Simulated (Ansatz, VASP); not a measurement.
One calculation of BaTiO3, two programs

```
Ba Ti O
1.0
     4.00730    0.00000    0.00000
     0.00000    4.00730    0.00000
     0.00000    0.00000    4.00730
Ba Ti O
1 1 3
Cartesian
  2.0036 2.0036 2.0036
  0.0000 0.0000 0.0000
  2.0036 0.0000 0.0000
  0.0000 2.0036 0.0000
  0.0000 0.0000 2.0036
```

Alike in both runs: task single point; functional PBE; k mesh 8 × 8 × 8; occupations fermi-dirac, width 0.05 eV; no spin polarisation.

|  | VASP | Ansatz |
| --- | --- | --- |
| version | VASP 6.6.1 | Ansatz 0.2.0 |
| potentials or method | VASP PAW PBE potentials, release 64 (Ba_sv, Ti_sv, O), cutoff 520 eV | all-electron LAPW, scalar-relativistic |

Ansatz gave:

- pressure (GPa): 1.5

Which values does VASP return?

Pressure (GPa): 3.2.

Ansatz ran all-electron here, and VASP with PAW potentials.

Spin-orbit coupling is off throughout.
